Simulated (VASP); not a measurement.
# W (Im-3m) in VASP: notebook, part 2 of 2

VASP 6.6.1. Earlier steps stand in the parts before.

### Step 4. Single point, PBE (volume scaled by 1.02)

INCAR

```
PREC = Accurate ; ENCUT = 520
EDIFF = 1E-6 ; ISMEAR = -1
SIGMA = 0.08 ; LREAL = False
LASPH = True ; NELM = 80
ALGO = Normal ; ISIF = 2
LWAVE = False ; LCHARG = False
GGA = PE ; NBANDS = 13
```

KPOINTS

```
regular mesh
0
Gamma
  14 14 14
```

POSCAR

```
W
1.0
   -1.6078784540      1.6078784540      1.6078784540
    1.6078784540     -1.6078784540      1.6078784540
    1.6078784540      1.6078784540     -1.6078784540
W
1
Direct
    0.0000000000      0.0000000000      0.0000000000
```

Potentials or basis: VASP PAW PBE potentials, release 64 (W_sv).

Run with:

```sh
> cat potpaw_PBE.64/W_sv/POTCAR > POTCAR
> mpirun -np 1 vasp_std > vasp.out
```

OUTCAR:

```text
PREC = Accurate
   ENCUT = 520
   EDIFF = 1E-6
   ISMEAR = -1
   LREAL = False
   LASPH = True
   NELM = 80
   ISIF = 2
   GGA = PE

 ion  position               nearest neighbor table
   1  0.000  0.000  0.000-

  LATTYP: Found a body centered cubic cell.
 ALAT       =     3.2157569080

  Lattice vectors:

 A1 = (  -1.6078784540,   1.6078784540,   1.6078784540)
 A2 = (   1.6078784540,  -1.6078784540,   1.6078784540)
 A3 = (   1.6078784540,   1.6078784540,  -1.6078784540)

Analysis of symmetry for initial positions (statically):
=====================================================================
 Subroutine PRICEL returns:
 Original cell was already a primitive cell.

 Routine SETGRP: Setting up the symmetry group for a
 body centered cubic supercell.

 Subroutine GETGRP returns: Found 48 space group operations
 (whereof 48 operations were pure point group operations)
 out of a pool of 48 trial point group operations.

The static configuration has the point symmetry O_h .

Analysis of symmetry for dynamics (positions and initial velocities):
=====================================================================
 Subroutine PRICEL returns:
 Original cell was already a primitive cell.

 Routine SETGRP: Setting up the symmetry group for a
 body centered cubic supercell.

 Subroutine GETGRP returns: Found 48 space group operations
 (whereof 48 operations were pure point group operations)
 out of a pool of 48 trial point group operations.

The dynamic configuration has the point symmetry O_h .

 Subroutine INISYM returns: Found 48 space group operations
 (whereof 48 operations are pure point group operations),
 and found     1 'primitive' translations

----------------------------------------------------------------------------------------

[... 109 lines left out ...]
     AMIX     =   0.40;   BMIX     =  1.00
     AMIX_MAG =   1.60;   BMIX_MAG =  1.00
  volume/ion in A,a.u.               =      16.63       112.21
  Fermi-wavevector in a.u.,A,eV,Ry     =   1.545887  2.921302 32.514732  2.389765
  Thomas-Fermi vector in A             =   2.651201
   LORBIT       =      0    0 simple, 1 ext, 2 COOP (PROOUT), +10 PAW based schemes
   GGA     = PE    functional components
   LHFCALC =     F    Hartree Fock is set to
   AEXX    =    0.0000 exact exchange contribution
   IVDW    =     0    specifies the selected vdW correction
   LEPSILON=     F    determine dielectric tensor
   LRPA    =     F    only Hartree local field effects (RPA)
 non-spin polarized calculation
  energy-cutoff  :      520.00
  volume of cell :       16.63
 maximum number of plane-waves:       466
 NGX is ok and might be reduce to    24
   NGX = 11   NGY = 11   NGZ = 11

 number of electron      14.0000000 magnetization

 Free energy of the ion-electron system (eV)
  ---------------------------------------------------
  ext. energy  EPLUGINS =         0.00000000
  ---------------------------------------------------
  free energy    TOTEN  =       -12.94295696 eV

  energy without entropy =      -12.93086943  energy(sigma->0) =      -12.93691320

 E-fermi :  10.8167     XC(G=0): -13.3737

 val. band max:       10.7800488262   @ k =   0.5000   0.5000   0.2143
 cond. band min:      10.8433504678   @ k =  -0.4286   0.5000   0.2857
 fundamental gap:      0.0633016416
 Fermi energy:        10.8167275780

 k-point     1 :       0.0000    0.0000    0.0000
  band No.  band energies     occupation
      1     -63.4954      2.00000
      2     -27.1213      2.00000
      3     -27.1213      2.00000
      4     -27.1213      2.00000
      5       1.3943      2.00000
      6       9.6068      2.00000
      7       9.6068      2.00000
      8       9.6068      2.00000
      9      12.9079      0.00000
     10      12.9079      0.00000
     11      25.1714      0.00000
     12      25.1714      0.00000
     13      25.1714      0.00000
[... 354 lines left out ...]
  band No.  band energies     occupation
      1     -63.3744      2.00000
      2     -27.9645      2.00000
      3     -27.7972      2.00000
      4     -27.2590      2.00000
      5       6.5444      2.00000
      6       7.8978      2.00000
      7       8.5406      2.00000
      8      13.1010      0.00000
      9      13.6512      0.00000
     10      18.5898      0.00000
     11      20.3965      0.00000
     12      22.3998      0.00000
     13      27.3261      0.00000

 [... further k-points ...]
[... 5 lines left out ...]
  --------------------------------------------------------------------------------------
  -------------------------------------------------------------------------------------
  Total       -0.8238868     -0.8238868     -0.8238868      0.0000000     -0.0000000     -0.0000000
  in kB      -79.3886599    -79.3886599    -79.3886599      0.0000000     -0.0000000     -0.0000000
  external PRESSURE =     -79.3886599 kB  Pullay stress =       0.0000000 kB

 VOLUME and BASIS-vectors are now :
 -----------------------------------------------------------------------------
  energy-cutoff  :      520.00
  volume of cell :       16.63
      direct lattice vectors                 reciprocal lattice vectors
    -1.607878454  1.607878454  1.607878454     0.000000000  0.310968779  0.310968779
     1.607878454 -1.607878454  1.607878454     0.310968779  0.000000000  0.310968779
     1.607878454  1.607878454 -1.607878454     0.310968779  0.310968779  0.000000000

 POSITION                                       TOTAL-FORCE (eV/Angst)
 -----------------------------------------------------------------------------------
      0.00000      0.00000      0.00000        -0.000000      0.000000     -0.000000
 -----------------------------------------------------------------------------------
    total drift:                                0.000000      0.000000     -0.000000

  FREE ENERGIE OF THE ION-ELECTRON SYSTEM (eV)
  ---------------------------------------------------
  free  energy   TOTEN  =       -12.9429569621 eV

  energy  without entropy=      -12.9308694301  energy(sigma->0) =      -12.93691320
```

stdout:

```text
POSCAR found type information on POSCAR W
 POSCAR found :  1 types and       1 ions
 scaLAPACK will be used
 LDA part: xc-table for (Slater+PW92), standard interpolation
 POSCAR, INCAR and KPOINTS ok, starting setup
 FFT: planning ... GRIDC
 FFT: planning ... GRID_SOFT
 FFT: planning ... GRID
 WAVECAR not read
 entering main loop
```

It took 6.9 s on 1 thread of Intel Xeon 6975P-C (Granite Rapids), shared host; peak memory 0.15 GiB.

What came out:

```
Free energy            : -12.9430 eV
Pressure               : -7.9 GPa
Band gap on the k mesh : zero (band 7 reaches 15.58 eV, above the bottom of band 8 at 9.61 eV)
```

Caveat: the cell differs from its parent crystal (volume scaled by 1.02); spin-orbit coupling is left out, which moves the levels of the heavy elements.

### Step 5. Single point, PBE (volume scaled by 1.06)

INCAR

```
PREC = Accurate
ENCUT = 520
EDIFF = 1E-7
ISMEAR = -1
SIGMA = 0.08
LREAL = F
LASPH = T
NELM = 80
ALGO = Normal
ISIF = 2
LWAVE = F
LCHARG = T
GGA = PE
LELF = T
LVHAR = T
NBANDS = 13
```

KPOINTS is that of step 4.

POSCAR

```
W
1.0
   -1.6286275613      1.6286275613      1.6286275613
    1.6286275613     -1.6286275613      1.6286275613
    1.6286275613      1.6286275613     -1.6286275613
W
1
Direct
    0.0000000000      0.0000000000      0.0000000000
```

Potentials or basis: VASP PAW PBE potentials, release 64 (W_sv).

Run with:

```sh
> cat potpaw_PBE.64/W_sv/POTCAR > POTCAR
> mpirun -np 1 vasp_std > vasp.out
```

OUTCAR:

```text
PREC = Accurate
   ENCUT = 520
   EDIFF = 1E-7
   ISMEAR = -1
   LREAL = F
   LASPH = T
   NELM = 80
   ISIF = 2
   GGA = PE

 ion  position               nearest neighbor table
   1  0.000  0.000  0.000-

  LATTYP: Found a body centered cubic cell.
 ALAT       =     3.2572551226

  Lattice vectors:

 A1 = (  -1.6286275613,   1.6286275613,   1.6286275613)
 A2 = (   1.6286275613,  -1.6286275613,   1.6286275613)
 A3 = (   1.6286275613,   1.6286275613,  -1.6286275613)

[... 561 lines left out ...]
     13      26.3522      0.00000

 [... further k-points ...]

------------------------ aborting loop because EDIFF is reached ----------------------------------------

  FORCE on cell =-STRESS in cart. coord.  units (eV):
  Direction    XX          YY          ZZ          XY          YZ          ZX
  --------------------------------------------------------------------------------------
  -------------------------------------------------------------------------------------
  Total       -1.8896038     -1.8896038     -1.8896038      0.0000000      0.0000000     -0.0000000
  in kB     -175.2088397   -175.2088397   -175.2088397      0.0000000      0.0000000     -0.0000000
  external PRESSURE =    -175.2088397 kB  Pullay stress =       0.0000000 kB

 VOLUME and BASIS-vectors are now :
 -----------------------------------------------------------------------------
  energy-cutoff  :      520.00
  volume of cell :       17.28
      direct lattice vectors                 reciprocal lattice vectors
    -1.628627561  1.628627561  1.628627561     0.000000000  0.307006962  0.307006962
     1.628627561 -1.628627561  1.628627561     0.307006962  0.000000000  0.307006962
     1.628627561  1.628627561 -1.628627561     0.307006962  0.307006962  0.000000000

 POSITION                                       TOTAL-FORCE (eV/Angst)
 -----------------------------------------------------------------------------------
      0.00000      0.00000      0.00000         0.000000     -0.000000     -0.000000
 -----------------------------------------------------------------------------------
    total drift:                               -0.000000      0.000000     -0.000000

  FREE ENERGIE OF THE ION-ELECTRON SYSTEM (eV)
  ---------------------------------------------------
  free  energy   TOTEN  =       -12.8908221066 eV

  energy  without entropy=      -12.8792946458  energy(sigma->0) =      -12.88505838
```

OSZICAR:

```text
N       E                     dE             d eps       ncg     rms          rms(c)
DAV:   1     0.859557558593E+02    0.85956E+02   -0.74028E+03  2712   0.120E+03
DAV:   2    -0.118447892414E+02   -0.97801E+02   -0.94068E+02  3084   0.316E+02
DAV:   3    -0.135770369881E+02   -0.17322E+01   -0.17265E+01  2969   0.408E+01
DAV:   4    -0.135850098371E+02   -0.79728E-02   -0.79727E-02  2959   0.307E+00
DAV:   5    -0.135850823256E+02   -0.72489E-04   -0.72489E-04  3004   0.277E-01    0.178E+01
DAV:   6    -0.130292747343E+02    0.55581E+00   -0.50331E-01  2794   0.920E+00    0.653E+00
DAV:   7    -0.128951149592E+02    0.13416E+00   -0.23676E-01  2954   0.597E+00    0.849E-01
DAV:   8    -0.128908355577E+02    0.42794E-02   -0.41567E-03  2759   0.811E-01    0.963E-02
DAV:   9    -0.128908261740E+02    0.93837E-05   -0.11484E-04  3024   0.128E-01    0.482E-02
DAV:  10    -0.128908214656E+02    0.47084E-05   -0.11781E-05  2844   0.455E-02    0.127E-02
DAV:  11    -0.128908223220E+02   -0.85630E-06   -0.32383E-07  2846   0.598E-03    0.623E-04
DAV:  12    -0.128908221158E+02    0.20611E-06   -0.81128E-09  1497   0.103E-03    0.160E-04
DAV:  13    -0.128908221066E+02    0.92396E-08   -0.62831E-10  1377   0.320E-04
   1 F= -.12890822E+02 E0= -.12885058E+02  d E =-.115275E-01
```

stdout:

```text
POSCAR found type information on POSCAR W
 POSCAR found :  1 types and       1 ions
 scaLAPACK will be used
 LDA part: xc-table for (Slater+PW92), standard interpolation
 POSCAR, INCAR and KPOINTS ok, starting setup
 FFT: planning ... GRIDC
 FFT: planning ... GRID_SOFT
 FFT: planning ... GRID
 WAVECAR not read
 entering main loop
```

Run time: 8.2 s. Hardware: 1 thread of Intel Xeon 6975P-C (Granite Rapids), shared host; peak memory 0.15 GiB.

What came out:

| Quantity | Value |
| --- | --- |
| Free energy | -12.8908 eV |
| Pressure | -17.5 GPa |
| Band gap on the k mesh | zero (band 7 reaches 14.79 eV, above the bottom of band 8 at 9.13 eV) |

Caveat: the cell differs from its parent crystal (volume scaled by 1.06); spin-orbit coupling is left out, which moves the levels of the heavy elements.

### Step 6. Single point, PBE

This run uses another cell than the first one, of 16.30 Å³/atom, 1.063 times its volume.

INCAR

```
SYSTEM = W
PREC = Accurate ; ENCUT = 520
EDIFF = 1E-6 ; ISMEAR = -1
SIGMA = 0.08 ; LREAL = .False.
LASPH = .True. ; NELM = 100
ALGO = Normal ; ISIF = 2
LWAVE = .False. ; LCHARG = .False.
GGA = PE ; NBANDS = 13
```

KPOINTS

```
Automatic mesh
0
Gamma
  14 14 14
  0 0 0
```

POSCAR

```
W
1.0
   -1.5973000000      1.5973000000      1.5973000000
    1.5973000000     -1.5973000000      1.5973000000
    1.5973000000      1.5973000000     -1.5973000000
W
1
Direct
    0.0000000000      0.0000000000      0.0000000000
```

Potentials or basis: VASP PAW PBE potentials, release 64 (W_sv).

Run with:

```sh
> cat potpaw_PBE.64/W_sv/POTCAR > POTCAR
> mpirun -np 1 vasp_std > vasp.out
```

OUTCAR:

```text
SYSTEM = W
   PREC = Accurate
   ENCUT = 520
   EDIFF = 1E-6
   ISMEAR = -1
   LREAL = .False.
   LASPH = .True.
   NELM = 100
   ISIF = 2
   GGA = PE

 ion  position               nearest neighbor table
   1  0.000  0.000  0.000-

  LATTYP: Found a body centered cubic cell.
 ALAT       =     3.1946000000

  Lattice vectors:

 A1 = (  -1.5973000000,   1.5973000000,   1.5973000000)
 A2 = (   1.5973000000,  -1.5973000000,   1.5973000000)
[... 554 lines left out ...]
      4     -26.9353      2.00000
      5       6.7284      2.00000
      6       8.1195      2.00000
      7       8.7884      2.00000
      8      13.4416      0.00000
      9      14.0113      0.00000
     10      19.0821      0.00000
     11      20.9130      0.00000
     12      22.9360      0.00000
     13      27.8387      0.00000

 [... further k-points ...]
[... 5 lines left out ...]
  --------------------------------------------------------------------------------------
  -------------------------------------------------------------------------------------
  Total       -0.2387771     -0.2387771     -0.2387771      0.0000000      0.0000000      0.0000000
  in kB      -23.4684183    -23.4684183    -23.4684183      0.0000000      0.0000000      0.0000000
  external PRESSURE =     -23.4684183 kB  Pullay stress =       0.0000000 kB

 VOLUME and BASIS-vectors are now :
 -----------------------------------------------------------------------------
  energy-cutoff  :      520.00
  volume of cell :       16.30
      direct lattice vectors                 reciprocal lattice vectors
    -1.597300000  1.597300000  1.597300000     0.000000000  0.313028235  0.313028235
     1.597300000 -1.597300000  1.597300000     0.313028235  0.000000000  0.313028235
     1.597300000  1.597300000 -1.597300000     0.313028235  0.313028235  0.000000000

 POSITION                                       TOTAL-FORCE (eV/Angst)
 -----------------------------------------------------------------------------------
      0.00000      0.00000      0.00000         0.000000      0.000000      0.000000
 -----------------------------------------------------------------------------------
    total drift:                                0.000000      0.000000      0.000000

  FREE ENERGIE OF THE ION-ELECTRON SYSTEM (eV)
  ---------------------------------------------------
  free  energy   TOTEN  =       -12.9533225199 eV

  energy  without entropy=      -12.9407924855  energy(sigma->0) =      -12.94705750
```

OSZICAR:

```text
N       E                     dE             d eps       ncg     rms          rms(c)
DAV:   1     0.863605764403E+02    0.86361E+02   -0.74893E+03  2712   0.123E+03
DAV:   2    -0.118426514793E+02   -0.98203E+02   -0.94082E+02  3054   0.318E+02
DAV:   3    -0.135896986411E+02   -0.17470E+01   -0.17368E+01  2939   0.407E+01
DAV:   4    -0.135972271202E+02   -0.75285E-02   -0.75282E-02  2989   0.294E+00
DAV:   5    -0.135972898042E+02   -0.62684E-04   -0.62683E-04  3009   0.257E-01    0.199E+01
DAV:   6    -0.130890695370E+02    0.50822E+00   -0.43476E-01  2794   0.876E+00    0.776E+00
DAV:   7    -0.129575012324E+02    0.13157E+00   -0.22449E-01  2954   0.598E+00    0.718E-01
DAV:   8    -0.129533424648E+02    0.41588E-02   -0.42353E-03  2769   0.838E-01    0.800E-02
DAV:   9    -0.129533279808E+02    0.14484E-04   -0.99467E-05  3064   0.122E-01    0.462E-02
DAV:  10    -0.129533217685E+02    0.62123E-05   -0.12808E-05  2859   0.493E-02    0.846E-03
DAV:  11    -0.129533225199E+02   -0.75132E-06   -0.25423E-07  1897   0.595E-03
   1 F= -.12953323E+02 E0= -.12947058E+02  d E =-.125300E-01
```

Wall time 12 s (1 thread of Intel Xeon 6975P-C, shared host); peak memory 0.15 GiB.

What came out:

```yaml
Free_energy: -12.9533 eV
Pressure: -2.3 GPa
Band_gap_on_the_k_mesh: zero (band 7 reaches 16.00 eV, above the bottom of band 8 at 9.86 eV)
```

Caveat: spin-orbit coupling is left out, which moves the levels of the heavy elements.

### Step 7. The runs side by side

```tsv
cell	gap on the mesh (eV)	pressure (GPa)
a = 2.711 Å, angles 109.5°, 1 atom	none	18.1
a = 2.748 Å, angles 109.5°, 1 atom	none	3.9
a = 2.785 Å, angles 109.5°, 1 atom	none	-7.9
a = 2.821 Å, angles 109.5°, 1 atom	none	-17.5
a = 2.767 Å, angles 109.5°, 1 atom	none	-2.3
```

Alike in all rows: task single point; level PBE; potentials or basis VASP PAW PBE potentials, release 64 (W_sv); no spin polarisation; k mesh 14 × 14 × 14; cutoff (eV) 520; smearing fermi-dirac 0.08 eV.

Caveats: spin-orbit coupling is left out, which moves the levels of the heavy elements.

Absolute energies hang on the potentials; compare differences alone.
